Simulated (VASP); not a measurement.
# BN (R3m) in VASP: further runs

The runs below take BN through single point, with PBE.

Program: VASP 6.6.1. These are calculated values, not measurements. Logs are shortened: lines on timing, memory, paths and dates and some standing lists are left out, and cuts for length are marked.

**1. The cell of the first run**

The structure is trigonal, space group R3m (No. 160). The conventional cell has a = 2.458 Å, b = 2.458 Å, c = 10.134 Å, α = 90.00°, β = 90.00°, γ = 120.00°. Within 1.9 Å of B (site symmetry 3m) lie 3 N at 1.42 Å. Within 1.9 Å of N (site symmetry 3m) lie 3 B at 1.42 Å.

**2. Single point, PBE (volume changed by -5%)**

INCAR reads:

```
SYSTEM = BN
PREC = Accurate
ENCUT = 600
EDIFF = 1E-6
ISMEAR = 0
SIGMA = 0.01
LREAL = .False.
LASPH = .True.
NELM = 120
ALGO = Normal
ISIF = 2
LWAVE = .False.
LCHARG = .False.
GGA = PE
NBANDS = 11
GGA_COMPAT = .False.
```

KPOINTS reads:

```
regular mesh
0
Gamma
  6 6 6
  0 0 0
```

POSCAR reads:

```
BN
1.0
    1.2291160967      0.7096305093      3.3780875554
   -1.2291160967      0.7096305093      3.3780875554
    0.0000000000     -1.4192610186      3.3780875554
B N
1 1
Direct
    0.9996208157      0.9996208157      0.9996208157
    0.3328121843      0.3328121843      0.3328121843
```

Potentials or basis: VASP PAW PBE potentials, release 64 (B, N).

The run is started by

```sh
cat potpaw_PBE.64/B/POTCAR potpaw_PBE.64/N/POTCAR > POTCAR
mpirun -np 1 vasp_std > vasp.out
```

OUTCAR:

```text
SYSTEM = BN
   PREC = Accurate
   ENCUT = 600
   EDIFF = 1E-6
   ISMEAR = 0
   LREAL = .False.
   LASPH = .True.
   NELM = 120
   ISIF = 2
   GGA = PE

 ion  position               nearest neighbor table
   1  1.000  1.000  1.000-   2 1.42   2 1.42   2 1.42
   2  0.333  0.333  0.333-   1 1.42   1 1.42   1 1.42

  LATTYP: Found a trigonal (rhomboedric) cell.
 ALAT       =     3.6641202724
 COS(alpha) =     0.7749513734

  Lattice vectors:

 A1 = (   1.2291160967,   0.7096305093,   3.3780875554)
 A2 = (  -1.2291160967,   0.7096305093,   3.3780875554)
 A3 = (   0.0000000000,  -1.4192610186,   3.3780875554)

Analysis of symmetry for initial positions (statically):
=====================================================================
 Subroutine PRICEL returns:
 Original cell was already a primitive cell.

 Routine SETGRP: Setting up the symmetry group for a
 trigonal (rhombohedral) supercell.

 Subroutine GETGRP returns: Found  6 space group operations
 (whereof  6 operations were pure point group operations)
 out of a pool of 12 trial point group operations.

The static configuration has the point symmetry C_3v.

Analysis of symmetry for dynamics (positions and initial velocities):
=====================================================================
 Subroutine PRICEL returns:
 Original cell was already a primitive cell.

 Routine SETGRP: Setting up the symmetry group for a
 trigonal (rhombohedral) supercell.

 Subroutine GETGRP returns: Found  6 space group operations
 (whereof  6 operations were pure point group operations)
 out of a pool of 12 trial point group operations.

The dynamic configuration has the point symmetry C_3v.

 Subroutine INISYM returns: Found  6 space group operations
 (whereof  6 operations are pure point group operations),
 and found     1 'primitive' translations

----------------------------------------------------------------------------------------

                                     Primitive cell

  volume of cell :      17.6786

  direct lattice vectors                    reciprocal lattice vectors
     1.229116097  0.709630509  3.378087555     0.406796397  0.234864009  0.098675161
    -1.229116097  0.709630509  3.378087555    -0.406796397  0.234864009  0.098675161
     0.000000000 -1.419261019  3.378087555     0.000000000 -0.469728019  0.098675161

  length of vectors
     3.664120272  3.664120272  3.664120272     0.479980415  0.479980415  0.479980415

  position of ions in fractional coordinates (direct lattice)
     0.999620816  0.999620816  0.999620816
     0.332812184  0.332812184  0.332812184

  ion indices of the primitive-cell ions
   primitive index   ion index
                 1           1
                 2           2

----------------------------------------------------------------------------------------

 KPOINTS: regular mesh

Automatic generation of k-mesh.
 Grid dimensions read from file:
 generate k-points for:    6    6    6

 Generating k-lattice:

  Cartesian coordinates                     Fractional coordinates (reciprocal lattice)
     0.067799400  0.039144002  0.016445860     0.166666667  0.000000000  0.000000000
    -0.067799400  0.039144002  0.016445860     0.000000000  0.166666667  0.000000000
     0.000000000 -0.078288003  0.016445860     0.000000000  0.000000000  0.166666667

  Length of vectors
     0.079996736  0.079996736  0.079996736

  Shift w.r.t. Gamma in fractional coordinates (k-lattice)
     0.000000000  0.000000000  0.000000000

 Subroutine IBZKPT returns following result:
 ===========================================

 Found     32 irreducible k-points:

 Following reciprocal coordinates:
            Coordinates               Weight
  0.000000  0.000000  0.000000      1.000000
  0.166667 -0.000000  0.000000      6.000000
  0.333333  0.000000  0.000000      6.000000
  0.500000 -0.000000  0.000000      3.000000
  0.166667  0.166667  0.000000      6.000000
  0.333333  0.166667  0.000000     12.000000
[... 16 lines left out ...]
  0.500000  0.500000  0.166667      6.000000
 -0.333333  0.500000  0.166667     12.000000
 [... further k-points ...]
   k-points           NKPTS =     32   k-points in BZ     NKDIM =     32   number of bands    NBANDS=     11
   number of dos      NEDOS =    301   number of ions     NIONS =      2
   total plane-waves  NPLWV =  27000
   dimension x,y,z NGX =    30 NGY =   30 NGZ =   30
   dimension x,y,z NGXF=    60 NGYF=   60 NGZF=   60
   ions per type =               1   1
   NGX,Y,Z   is equivalent  to a cutoff of  13.61, 13.61, 13.61 a.u.
   NGXF,Y,Z  is equivalent  to a cutoff of  27.22, 27.22, 27.22 a.u.
 SYSTEM =  BN
   PREC   = accura    normal or accurate (medium, high low for compatibility)
   ISTART =      0    job   : 0-new  1-cont  2-samecut
   ICHARG =      2    charge: 1-file 2-atom 10-const
   ISPIN  =      1    spin polarized calculation?
   LNONCOLLINEAR =      F non collinear calculations
   LSORBIT =      F    spin-orbit coupling
   LASPH  =      T    aspherical Exc in radial PAW
   ENCUT  =  600.0 eV  44.10 Ry    6.64 a.u.   7.32  7.32  7.32*2*pi/ulx,y,z
   NELM   =    120;   NELMIN=  2; NELMDL= -5     # of ELM steps
   EDIFF  = 0.1E-05   stopping-criterion for ELM
   LREAL  =      F    real-space projection
   EDIFFG = 0.1E-04   stopping-criterion for IOM
   NSW    =      0    number of steps for IOM
   IBRION =     -1    ionic relax: 0-MD 1-quasi-New 2-CG
   NFREE  =      0    steps in history (QN), initial steepest desc. (CG)
   ISIF   =      2    stress and relaxation
   ISYM   =      2    0-nonsym 1-usesym 2-fastsym
   POTIM  = 0.5000    time-step for ionic-motion
   TEBEG  =    0.0;   TEEND  =   0.0 temperature during run
   PSTRESS=    0.0 pullay stress
   NELECT =       8.0000    total number of electrons
   NUPDOWN=      -1.0000    fix difference up-down
   EMIN   =  10.00;   EMAX   =-10.00  energy-range for DOS
   EFERMI =   0.00;   METHOD = LEGACY
   ISMEAR =     0;   SIGMA  =   0.01  broadening in eV -4-tet -1-fermi 0-gaus
   EFERMI_NEDOS =   21; number of points for ismear=-14 and -15
   IALGO  =     38    algorithm
   IMIX   =      4    mixing-type and parameters
     AMIX     =   0.40;   BMIX     =  1.00
     AMIX_MAG =   1.60;   BMIX_MAG =  1.00
  volume/ion in A,a.u.               =       8.84        59.65
  Fermi-wavevector in a.u.,A,eV,Ry     =   1.256866  2.375133 21.493295  1.579713
  Thomas-Fermi vector in A             =   2.390553
   LORBIT       =      0    0 simple, 1 ext, 2 COOP (PROOUT), +10 PAW based schemes
   GGA     = PE    functional components
   LHFCALC =     F    Hartree Fock is set to
   AEXX    =    0.0000 exact exchange contribution
   IVDW    =     0    specifies the selected vdW correction
   LEPSILON=     F    determine dielectric tensor
   LRPA    =     F    only Hartree local field effects (RPA)
 non-spin polarized calculation
 Gauss-broadening in eV      SIGMA  =   0.01
  energy-cutoff  :      600.00
  volume of cell :       17.68
 maximum number of plane-waves:       605
 NGX is ok and might be reduce to    30
   NGX = 15   NGY = 15   NGZ = 15

 number of electron       8.0000000 magnetization

 Free energy of the ion-electron system (eV)
  ---------------------------------------------------
  ext. energy  EPLUGINS =         0.00000000
  ---------------------------------------------------
  free energy    TOTEN  =       -17.52635349 eV

  energy without entropy =      -17.52635349  energy(sigma->0) =      -17.52635349

 E-fermi :   2.4436     XC(G=0): -10.0745

 val. band max:        2.3537843799   @ k =  -0.3333   0.3333   0.0000
 cond. band min:       6.7349211691   @ k =   0.5000   0.5000   0.0000
 fundamental gap:      4.3811367892
 Fermi energy:         2.4435699086

 k-point     1 :       0.0000    0.0000    0.0000
  band No.  band energies     occupation
      1     -15.7434      2.00000
      2      -2.1397      2.00000
      3       1.1282      2.00000
      4       1.1282      2.00000
      5       7.4962      0.00000
      6      14.4796      0.00000
      7      14.4796      0.00000
      8      16.1230      0.00000
      9      18.0252      0.00000
     10      29.1611      0.00000
     11      30.6717      0.00000

 k-point     2 :       0.1667   -0.0000    0.0000
  band No.  band energies     occupation
      1     -15.1791      2.00000
      2      -1.5162      2.00000
      3      -0.9093      2.00000
      4       0.1944      2.00000
      5       8.5364      0.00000
      6      14.2002      0.00000
      7      14.3631      0.00000
      8      16.8039      0.00000
      9      19.5185      0.00000
     10      26.1146      0.00000
     11      28.5796      0.00000

 k-point     3 :       0.3333    0.0000    0.0000
  band No.  band energies     occupation
      1     -13.6536      2.00000
      2      -4.6382      2.00000
      3      -1.2253      2.00000
      4       0.2198      2.00000
      5       9.9228      0.00000
      6      11.5083      0.00000
      7      14.2879      0.00000
      8      20.2927      0.00000
      9      21.9232      0.00000
     10      23.1351      0.00000
     11      25.7128      0.00000

 k-point     4 :       0.5000   -0.0000    0.0000
  band No.  band energies     occupation
      1     -12.3955      2.00000
      2      -6.7866      2.00000
      3      -1.8028      2.00000
      4       1.6896      2.00000
      5       7.7474      0.00000
      6      12.7905      0.00000
      7      15.6971      0.00000
      8      17.5527      0.00000
      9      22.7008      0.00000
     10      24.7389      0.00000
     11      25.4223      0.00000

 k-point     5 :       0.1667    0.1667    0.0000
  band No.  band energies     occupation
      1     -15.1595      2.00000
      2      -1.7119      2.00000
      3      -0.8828      2.00000
      4       0.1788      2.00000
      5       8.8936      0.00000
      6      14.0106      0.00000
      7      14.4945      0.00000
      8      16.7930      0.00000
      9      19.5423      0.00000
     10      25.6952      0.00000
     11      29.8787      0.00000
[... 211 lines left out ...]
 k-point    21 :      -0.3333    0.3333    0.1667
  band No.  band energies     occupation
      1     -12.4271      2.00000
      2      -5.8964      2.00000
      3      -3.0195      2.00000
      4       0.8694      2.00000
      5       8.2262      0.00000
      6      15.0123      0.00000
      7      16.5214      0.00000
      8      17.8536      0.00000
      9      21.9529      0.00000
     10      23.0994      0.00000
     11      25.6725      0.00000

 k-point    22 :      -0.1667    0.3333    0.1667
  band No.  band energies     occupation
      1     -12.5024      2.00000
      2      -5.8538      2.00000
      3      -3.0257      2.00000
      4       1.5630      2.00000
      5       7.9139      0.00000
      6      13.3651      0.00000
      7      15.9570      0.00000
      8      18.0118      0.00000
      9      21.2563      0.00000
     10      24.9866      0.00000
     11      26.1181      0.00000

 k-point    23 :       0.5000    0.5000    0.1667
  band No.  band energies     occupation
      1     -13.5141      2.00000
      2      -4.5774      2.00000
      3      -1.2692      2.00000
      4      -0.9427      2.00000
      5       9.4832      0.00000
      6      13.1593      0.00000
      7      16.3405      0.00000
      8      20.4729      0.00000
      9      21.8064      0.00000
     10      22.9960      0.00000
     11      28.1391      0.00000

 k-point    24 :      -0.3333    0.5000    0.1667
  band No.  band energies     occupation
      1     -12.4110      2.00000
      2      -5.8504      2.00000
      3      -3.0499      2.00000
      4       0.7497      2.00000
      5       7.8986      0.00000
      6      14.9878      0.00000
      7      16.5142      0.00000
      8      19.0385      0.00000
      9      22.2884      0.00000
     10      23.9166      0.00000
     11      25.5013      0.00000

 [... further k-points ...]

------------------------ aborting loop because EDIFF is reached ----------------------------------------

  FORCE on cell =-STRESS in cart. coord.  units (eV):
  Direction    XX          YY          ZZ          XY          YZ          ZX
  --------------------------------------------------------------------------------------
  -------------------------------------------------------------------------------------
  Total        2.7434815      2.7434815      0.2384704      0.0000000      0.0000000      0.0000000
  in kB      248.6367305    248.6367305     21.6121336      0.0000000      0.0000000      0.0000000
  external PRESSURE =     172.9618648 kB  Pullay stress =       0.0000000 kB

 VOLUME and BASIS-vectors are now :
 -----------------------------------------------------------------------------
  energy-cutoff  :      600.00
  volume of cell :       17.68
      direct lattice vectors                 reciprocal lattice vectors
     1.229116097  0.709630509  3.378087555     0.406796397  0.234864009  0.098675161
    -1.229116097  0.709630509  3.378087555    -0.406796397  0.234864009  0.098675161
     0.000000000 -1.419261019  3.378087555     0.000000000 -0.469728019  0.098675161

 POSITION                                       TOTAL-FORCE (eV/Angst)
 -----------------------------------------------------------------------------------
      0.00000      0.00000     10.13042         0.000000      0.000000      0.006669
      0.00000      0.00000      3.37281         0.000000     -0.000000     -0.006669
 -----------------------------------------------------------------------------------
    total drift:                               -0.000000      0.000000      0.000081

  FREE ENERGIE OF THE ION-ELECTRON SYSTEM (eV)
  ---------------------------------------------------
  free  energy   TOTEN  =       -17.5263534882 eV

  energy  without entropy=      -17.5263534882  energy(sigma->0) =      -17.52635349
```

Run time: 10 s. Hardware: 1 thread of AMD EPYC 9R14 (Zen 4), shared host; peak memory 0.13 GiB.

What came out:

```yaml
Free_energy: -17.5264 eV
Pressure: 17.3 GPa
Largest_force: 0.007 eV/Å
Band_gap_on_the_k_mesh: 4.38 eV, indirect (least direct gap 4.83 eV)
```

Forces on the atoms (eV/Å):
```
B    0.000  0.000  0.007
N    0.000  0.000 -0.007
```

Levels at points of the mesh, in eV from the valence-band top:
```csv
k point,band 1,band 2,band 3,band 4,band 5,band 6,band 7,band 8,band 9
"(0.00, 0.00, 0.00)",-18.10,-4.49,-1.23,-1.23,5.14,12.13,12.13,13.77,15.67
"(0.50, 0.00, 0.00)",-14.75,-9.14,-4.16,-0.66,5.39,10.44,13.34,15.20,20.35
"(0.50, 0.50, 0.00)",-14.68,-9.03,-4.21,-1.22,4.38,10.49,14.53,17.81,20.77
"(0.50, 0.50, 0.50)",-17.85,-6.40,-1.24,-1.24,10.25,12.06,12.06,13.08,16.72
```

Caveat: the k points lie up to 0.50 Å⁻¹ apart.

**3. Single point, PBE (volume changed by -10%)**

INCAR reads:

```
ALGO = Normal ; EDIFF = 1E-6
ENCUT = 600 ; GGA = PE
GGA_COMPAT = False ; ISIF = 2
ISMEAR = 0 ; LASPH = True
LCHARG = True ; LELF = True
LREAL = False ; LVHAR = True
LWAVE = False ; NBANDS = 11
NELM = 120 ; PREC = Accurate
SIGMA = 0.01
```

KPOINTS reads:

```
k-points
0
Gamma
  6 6 6
```

POSCAR reads:

```
BN
1.0
    1.2071628851      0.6969558166      3.3177516189
   -1.2071628851      0.6969558166      3.3177516189
    0.0000000000     -1.3939116333      3.3177516188
B N
1 1
Direct
    0.9996208157      0.9996208157      0.9996208157
    0.3328121843      0.3328121843      0.3328121843
```

Potentials or basis: VASP PAW PBE potentials, release 64 (B, N).

The run is started by

```sh
cat potpaw_PBE.64/B/POTCAR potpaw_PBE.64/N/POTCAR > POTCAR
mpirun -np 1 vasp_std > vasp.out
```

Wall time 11 s (1 thread of AMD EPYC 9R14 (Zen 4), shared host); peak memory 0.12 GiB.

Results (log left out):

```
Free energy            : -17.3763 eV
Pressure               : 34.4 GPa
Largest force          : 0.010 eV/Å
Band gap on the k mesh : 4.44 eV, indirect (least direct gap 4.96 eV)
```

Forces in eV/Å, atoms in the order of the input:
```
B    0.000  0.000  0.010
N    0.000  0.000 -0.010
```

Stress tensor (GPa, compression positive):
```
50.16  0.00  0.00
 0.00 50.16  0.00
 0.00  0.00  2.80
```

Levels at points of the mesh, in eV from the valence-band top:
```tsv
k point	band 1	band 2	band 3	band 4	band 5	band 6	band 7	band 8
(0.00, 0.00, 0.00)	-18.44	-4.71	-1.15	-1.15	5.22	12.60	12.60	14.48
(0.50, 0.00, 0.00)	-14.92	-9.36	-4.23	-0.70	5.54	11.00	13.71	15.59
(0.50, 0.50, 0.00)	-14.84	-9.24	-4.29	-1.30	4.44	11.08	14.96	18.37
(0.50, 0.50, 0.50)	-18.16	-6.76	-1.16	-1.16	10.62	12.53	12.53	14.10
```

Caveat: the k points lie up to 0.51 Å⁻¹ apart. A k mesh can miss the band edges.
